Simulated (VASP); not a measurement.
# Re (P6_3/mmc) in VASP: a series of runs

Re is run at these levels: r2SCAN; tasks: single point.

All numbers are computed with VASP 6.6.1; they aren't measurements. Logs are shortened: lines on timing, memory, paths and dates and some standing lists are left out, and cuts for length are marked.

### 1 The cell of the first run

The structure is hexagonal, space group P6_3/mmc (No. 194). The conventional cell has a = 2.702 Å, b = 2.702 Å, c = 4.371 Å, α = 90.00°, β = 90.00°, γ = 120.00°. Re (site symmetry -6m2) has 12 Re at 2.69 to 2.70 Å within 3.5 Å.

### 2 Single point, r2SCAN (volume scaled by 0.94, then relaxed in part)

POSCAR

```
Re
1.0
    2.7017242811      0.0000000000      0.0000000000
   -1.3508621405      2.3397618614      0.0000000000
    0.0000000000      0.0000000000      4.3711619675
Re
2
Direct
    0.3333333333      0.6666666667      0.2500000000
    0.6666666667      0.3333333333      0.7500000000
```

INCAR.step1

```
ALGO = Normal
EDIFF = 1E-4
ENCUT = 520
GGA = PE
ISMEAR = 0
LASPH = True
LCHARG = False
LREAL = False
LWAVE = True
NBANDS = 14
NELM = 100
PREC = Accurate
SIGMA = 0.1
```

INCAR.step2

```
ALGO = Normal
EDIFF = 1E-7
ENCUT = 520
ISIF = 2
ISMEAR = 0
ISTART = 1
LASPH = True
LCHARG = False
LMIXTAU = True
LREAL = False
LWAVE = False
METAGGA = R2SCAN
NBANDS = 14
NELM = 100
PREC = Accurate
SIGMA = 0.1
```

KPOINTS

```
k-points
0
Gamma
  18 18 10
```

Potentials or basis: VASP PAW PBE potentials, release 64 (Re).

Started as:

```
> cat potpaw_PBE.64/Re/POTCAR > POTCAR
> cp INCAR.step1 INCAR
> mpirun -np 1 vasp_std > vasp.out
> cp INCAR.step2 INCAR
> mpirun -np 1 vasp_std > vasp.out
```

OUTCAR:

```text
EDIFF = 1E-7
   ENCUT = 520
   ISIF = 2
   ISMEAR = 0
   ISTART = 1
   LASPH = True
   LREAL = False
   METAGGA = R2SCAN
   NELM = 100
   PREC = Accurate

 ion  position               nearest neighbor table
   1  0.333  0.667  0.250-   2 2.69   2 2.69   2 2.69   2 2.69   2 2.69   2 2.69
   2  0.667  0.333  0.750-   1 2.69   1 2.69   1 2.69   1 2.69   1 2.69   1 2.69

  LATTYP: Found a hexagonal cell.
 ALAT       =     2.7017242811
 C/A-ratio  =     1.6179156393

  Lattice vectors:

 A1 = (   2.7017242811,   0.0000000000,   0.0000000000)
 A2 = (  -1.3508621405,   2.3397618614,   0.0000000000)
 A3 = (   0.0000000000,   0.0000000000,   4.3711619675)

Analysis of symmetry for initial positions (statically):
=====================================================================
 Subroutine PRICEL returns:
 Original cell was already a primitive cell.

 Routine SETGRP: Setting up the symmetry group for a
 hexagonal supercell.

 Subroutine GETGRP returns: Found 24 space group operations
 (whereof 12 operations were pure point group operations)
 out of a pool of 24 trial point group operations.

The static configuration has the point symmetry D_3d.
 The point group associated with its full space group is D_6h.

Analysis of symmetry for dynamics (positions and initial velocities):
=====================================================================
 Subroutine PRICEL returns:
 Original cell was already a primitive cell.

 Routine SETGRP: Setting up the symmetry group for a
 hexagonal supercell.

 Subroutine GETGRP returns: Found 24 space group operations
 (whereof 12 operations were pure point group operations)
 out of a pool of 24 trial point group operations.

The dynamic configuration has the point symmetry D_3d.
 The point group associated with its full space group is D_6h.

 Subroutine INISYM returns: Found 24 space group operations
 (whereof 12 operations are pure point group operations),
 and found     1 'primitive' translations

----------------------------------------------------------------------------------------

                                     Primitive cell

  volume of cell :      27.6318

  direct lattice vectors                    reciprocal lattice vectors
     2.701724281  0.000000000  0.000000000     0.370133994  0.213696961  0.000000000
[... 94 lines left out ...]
   POTIM  = 0.5000    time-step for ionic-motion
   TEBEG  =    0.0;   TEEND  =   0.0 temperature during run
   PSTRESS=    0.0 pullay stress
   NELECT =      14.0000    total number of electrons
   NUPDOWN=      -1.0000    fix difference up-down
   EMIN   =  10.00;   EMAX   =-10.00  energy-range for DOS
   EFERMI =   0.00;   METHOD = LEGACY
   ISMEAR =     0;   SIGMA  =   0.10  broadening in eV -4-tet -1-fermi 0-gaus
   EFERMI_NEDOS =   21; number of points for ismear=-14 and -15
   IALGO  =     38    algorithm
   IMIX   =      4    mixing-type and parameters
     AMIX     =   0.40;   BMIX     =  1.00
     AMIX_MAG =   1.60;   BMIX_MAG =  1.00
  volume/ion in A,a.u.               =      13.82        93.23
  Fermi-wavevector in a.u.,A,eV,Ry     =   1.305112  2.466303 23.175025  1.703316
  Thomas-Fermi vector in A             =   2.436002
   LORBIT       =      0    0 simple, 1 ext, 2 COOP (PROOUT), +10 PAW based schemes
   METAGGA = R2SCAN    functional components
   LHFCALC =     F    Hartree Fock is set to
   AEXX    =    0.0000 exact exchange contribution
   IVDW    =     0    specifies the selected vdW correction
   LEPSILON=     F    determine dielectric tensor
   LRPA    =     F    only Hartree local field effects (RPA)
 non-spin polarized calculation
 Gauss-broadening in eV      SIGMA  =   0.10
  energy-cutoff  :      520.00
  volume of cell :       27.63
 maximum number of plane-waves:       772
 NGX is ok and might be reduce to    20
   NGX =  9   NGY =  9   NGZ = 17

 number of electron      13.9999999 magnetization

 Free energy of the ion-electron system (eV)
  ---------------------------------------------------
  ext. energy  EPLUGINS =         0.00000000
  ---------------------------------------------------
  free energy    TOTEN  =      -104.75574734 eV

  energy without entropy =     -104.74864490  energy(sigma->0) =     -104.75219612

 E-fermi :   8.4694     XC(G=0): -15.3836

 val. band max:        8.4627881494   @ k =   0.1667   0.1111   0.0000
 cond. band min:       8.4784981019   @ k =   0.2222   0.1111   0.5000
 fundamental gap:      0.0157099525
 Fermi energy:         8.4693622666

 k-point     1 :       0.0000    0.0000    0.0000
  band No.  band energies     occupation
      1      -2.3005      2.00000
      2       1.0573      2.00000
      3       6.6399      2.00000
      4       6.6794      2.00000
      5       6.6794      2.00000
      6       7.6304      2.00000
      7       7.6304      2.00000
      8       8.7191      0.00041
      9       8.7191      0.00041
     10       9.1725      0.00000
     11      12.3077      0.00000
     12      12.3077      0.00000
     13      19.9094      0.00000
     14      23.3883      0.00000
[... 377 lines left out ...]
      1       2.1780      2.00000
      2       2.3854      2.00000
      3       2.6253      2.00000
      4       5.9686      2.00000
      5       6.1135      2.00000
      6       6.9172      2.00000
      7       7.7635      2.00000
      8      12.1125      0.00000
      9      12.8127      0.00000
     10      13.1335      0.00000
     11      14.9165      0.00000
     12      18.0435      0.00000
     13      19.9776      0.00000
     14      20.9873      0.00000

 [... further k-points ...]

------------------------ aborting loop because EDIFF is reached ----------------------------------------

  FORCE on cell =-STRESS in cart. coord.  units (eV):
  Direction    XX          YY          ZZ          XY          YZ          ZX
  --------------------------------------------------------------------------------------
  -------------------------------------------------------------------------------------
  Total        4.8503567      4.8503567      4.8516320      0.0000000     -0.0000000      0.0000000
  in kB      281.2384400    281.2384399    281.3123819      0.0000000     -0.0000000      0.0000000
  external PRESSURE =     281.2630873 kB  Pullay stress =       0.0000000 kB

 VOLUME and BASIS-vectors are now :
 -----------------------------------------------------------------------------
  energy-cutoff  :      520.00
  volume of cell :       27.63
      direct lattice vectors                 reciprocal lattice vectors
     2.701724281  0.000000000  0.000000000     0.370133994  0.213696961  0.000000000
    -1.350862141  2.339761861  0.000000000     0.000000000  0.427393923  0.000000000
     0.000000000  0.000000000  4.371161967     0.000000000  0.000000000  0.228772122

 POSITION                                       TOTAL-FORCE (eV/Angst)
 -----------------------------------------------------------------------------------
     -0.00000      1.55984      1.09279         0.000000     -0.000000      0.000000
      1.35086      0.77992      3.27837        -0.000000      0.000000      0.000000
 -----------------------------------------------------------------------------------
    total drift:                                0.000000     -0.000000     -0.000000

  FREE ENERGIE OF THE ION-ELECTRON SYSTEM (eV)
  ---------------------------------------------------
  free  energy   TOTEN  =      -104.7557473393 eV

  energy  without entropy=     -104.7486448975  energy(sigma->0) =     -104.75219612
```

OUTCAR.step1:

```text
EDIFF = 1E-4
   ENCUT = 520
   GGA = PE
   ISMEAR = 0
   LASPH = True
[... 632 lines left out ...]
 -----------------------------------------------------------------------------------
     -0.00000      1.55984      1.09279         0.000000     -0.000000      0.000000
      1.35086      0.77992      3.27837        -0.000000      0.000000      0.000000
 -----------------------------------------------------------------------------------
    total drift:                                0.000000     -0.000000     -0.000000

  FREE ENERGIE OF THE ION-ELECTRON SYSTEM (eV)
  ---------------------------------------------------
  free  energy   TOTEN  =       -24.6301663394 eV

  energy  without entropy=      -24.6226470812  energy(sigma->0) =      -24.62640671
```

OSZICAR.step1:

```text
N       E                     dE             d eps       ncg     rms          rms(c)
DAV:   1     0.209005651091E+02    0.20901E+02   -0.68842E+03 12400   0.127E+03
DAV:   2    -0.249062577485E+02   -0.45807E+02   -0.40419E+02 10152   0.290E+02
DAV:   3    -0.259057740236E+02   -0.99952E+00   -0.96985E+00  9618   0.424E+01
DAV:   4    -0.259152508235E+02   -0.94768E-02   -0.94520E-02  9710   0.279E+00
DAV:   5    -0.259154238725E+02   -0.17305E-03   -0.17303E-03  9550   0.680E-01    0.482E+01
DAV:   6    -0.249978897790E+02    0.91753E+00   -0.58383E-01 10740   0.212E+01    0.216E+01
DAV:   7    -0.246410851685E+02    0.35680E+00   -0.50050E-01 10826   0.191E+01    0.443E-01
DAV:   8    -0.246310359825E+02    0.10049E-01   -0.66917E-03  9480   0.639E-01    0.132E-01
DAV:   9    -0.246301428292E+02    0.89315E-03   -0.19190E-04  7824   0.220E-01    0.784E-02
DAV:  10    -0.246301663394E+02   -0.23510E-04   -0.12226E-04  5070   0.312E-01
   1 F= -.24630166E+02 E0= -.24626407E+02  d E =-.751926E-02
```

Wall time 2.5 min (1 thread of Intel Xeon 6975P-C (Granite Rapids), shared host); peak memory 0.2 GiB.

What came out:

- Free energy: -104.7557 eV
- Pressure: 28.1 GPa
- Band gap on the k mesh: zero (band 7 reaches 10.15 eV, above the bottom of band 8 at 6.54 eV)

Caveat: the cell differs from its parent crystal (volume scaled by 0.94, then relaxed in part); the PAW data sets were made with another functional, which shifts forces and pressure a little; spin-orbit coupling is left out, which moves the levels of the heavy elements.

### 3 Single point, r2SCAN (volume scaled by 0.97, then relaxed in part)

POSCAR

```
Re
1.0
    2.7301655741      0.0000000000      0.0000000000
   -1.3650827870      2.3643927437      0.0000000000
    0.0000000000      0.0000000000      4.4171775803
Re
2
Direct
    0.3333333333      0.6666666667      0.2500000000
    0.6666666667      0.3333333333      0.7500000000
```

INCAR.step1

```
SYSTEM = Re
  PREC = Accurate
  ENCUT = 520
  ISMEAR = 0
  SIGMA = 0.1
  LREAL = .FALSE.
  LASPH = .TRUE.
  NELM = 100
  NBANDS = 14
  GGA = PE
  ALGO = Normal
  EDIFF = 1E-4
  LWAVE = .TRUE.
  LCHARG = .FALSE.
```

INCAR.step2

```
SYSTEM = Re
  PREC = Accurate
  ENCUT = 520
  EDIFF = 1E-6
  ISMEAR = 0
  SIGMA = 0.1
  LREAL = .FALSE.
  LASPH = .TRUE.
  NELM = 100
  ALGO = Normal
  ISIF = 2
  LWAVE = .FALSE.
  LCHARG = .TRUE.
  METAGGA = R2SCAN
  LMIXTAU = .TRUE.
  LELF = .TRUE.
  LVHAR = .TRUE.
  NBANDS = 14
  ISTART = 1
```

KPOINTS

```
Automatic mesh
0
G
  18 18 10
  0 0 0
```

Potentials or basis: VASP PAW PBE potentials, release 64 (Re).

Started as:

```
> cat potpaw_PBE.64/Re/POTCAR > POTCAR
> cp INCAR.step1 INCAR
> mpirun -np 1 vasp_std > vasp.out
> cp INCAR.step2 INCAR
> mpirun -np 1 vasp_std > vasp.out
```

Wall time 2.1 min (1 thread of Intel Xeon 6975P-C (Granite Rapids), shared host); peak memory 0.2 GiB.

Results (log left out):

```yaml
Free_energy: -104.8685 eV
Pressure: 13.0 GPa
Band_gap_on_the_k_mesh: zero (band 7 reaches 9.63 eV, above the bottom of band 8 at 6.24 eV)
```

Levels at points of the mesh, in eV from the Fermi level:
| k point | band 3 | band 4 | band 5 | band 6 | band 7 | band 8 | band 9 | band 10 | band 11 | band 12 |
| --- | --- | --- | --- | --- | --- | --- | --- | --- | --- | --- |
| (0.00, 0.00, 0.00) | -1.74 | -1.69 | -1.69 | -0.79 | -0.79 | 0.25 | 0.25 | 0.62 | 3.69 | 3.69 |
| (0.50, 0.00, 0.00) | -5.72 | -2.06 | -1.86 | -1.50 | -0.65 | 4.35 | 4.77 | 4.92 | 6.58 | 7.69 |
| (0.00, 0.00, 0.50) | -2.60 | -2.60 | -1.83 | -1.83 | -1.83 | -1.83 | 2.80 | 2.80 | 2.80 | 2.80 |
| (0.50, 0.00, 0.50) | -4.47 | -4.47 | 0.46 | 0.46 | 1.00 | 1.00 | 4.68 | 4.68 | 5.19 | 5.19 |

Caveat: the cell differs from its parent crystal (volume scaled by 0.97, then relaxed in part); the PAW data sets were made with another functional, which shifts forces and pressure a little; spin-orbit coupling is left out, which moves the levels of the heavy elements.

### 4 Single point, r2SCAN

This run uses another cell than the first one, of 14.70 Å³/atom, 1.064 times its volume.

POSCAR

```
Re
1.0
    2.7580263307      0.0000000000      0.0000000000
   -1.3790131654      2.3885208667      0.0000000000
    0.0000000000      0.0000000000      4.4622539342
Re
2
Direct
    0.3333333333      0.6666666667      0.2500000000
    0.6666666667      0.3333333333      0.7500000000
```

INCAR.step1

```
SYSTEM = Re
PREC = Accurate
ENCUT = 520
ISMEAR = 0
SIGMA = 0.1
LREAL = .False.
LASPH = .True.
NELM = 80
NBANDS = 14
GGA = PE
ALGO = Normal
EDIFF = 1E-4
LWAVE = .True.
LCHARG = .False.
```

INCAR.step2

```
SYSTEM = Re
PREC = Accurate
ENCUT = 520
EDIFF = 1E-7
ISMEAR = 0
SIGMA = 0.1
LREAL = .False.
LASPH = .True.
NELM = 80
ALGO = Normal
ISIF = 2
LWAVE = .False.
LCHARG = .False.
METAGGA = R2SCAN
LMIXTAU = .True.
NBANDS = 14
ISTART = 1
```

KPOINTS

```
Automatic mesh
0
Gamma
  18 18 10
  0 0 0
```

Started as:

```
> cat potpaw_PBE.64/Re/POTCAR > POTCAR
> cp INCAR.step1 INCAR
> mpirun -np 1 vasp_std > vasp.out
> cp INCAR.step2 INCAR
> mpirun -np 1 vasp_std > vasp.out
```

Wall time 2.3 min (1 thread of Intel Xeon 6975P-C (Granite Rapids), shared host); peak memory 0.22 GiB.

It converged, with:

* Free energy: -104.9041 eV
* Pressure: 0.1 GPa
* Band gap on the k mesh: zero (band 7 reaches 9.14 eV, above the bottom of band 8 at 5.94 eV)

Levels at points of the mesh, in eV from the Fermi level:
```csv
k point,band 5,band 6,band 7,band 8,band 9,band 10
"(0.00, 0.00, 0.00)",-1.61,-0.75,-0.75,0.25,0.25,0.55
"(0.50, 0.00, 0.00)",-1.85,-1.45,-0.63,4.15,4.55,4.70
"(0.00, 0.00, 0.50)",-1.74,-1.74,-1.74,-1.74,2.68,2.68
"(0.50, 0.00, 0.50)",0.46,0.46,0.92,0.92,4.47,4.47
```

Caveat: the PAW data sets were made with another functional, which shifts forces and pressure a little; spin-orbit coupling is left out, which moves the levels of the heavy elements.

### 5 Overview

| cell | gap on the mesh (eV) | pressure (GPa) |
| --- | --- | --- |
| a = 2.702, b = 2.702, c = 4.371 Å, angles 90.0, 90.0, 120.0°, 2 atoms | none | 28.1 |
| a = 2.730, b = 2.730, c = 4.417 Å, angles 90.0, 90.0, 120.0°, 2 atoms | none | 13.0 |
| a = 2.758, b = 2.758, c = 4.462 Å, angles 90.0, 90.0, 120.0°, 2 atoms | none | 0.1 |

Alike in all rows: task single point; level r2SCAN; potentials or basis VASP PAW PBE potentials, release 64 (Re); no spin polarisation; k mesh 18 × 18 × 10; cutoff (eV) 520; smearing gaussian 0.1 eV.

Caveats: the PAW data sets were made with another functional, which shifts forces and pressure a little; spin-orbit coupling is left out, which moves the levels of the heavy elements.

Total energies depend on the potentials used, so only differences within one code and one set of settings carry meaning.
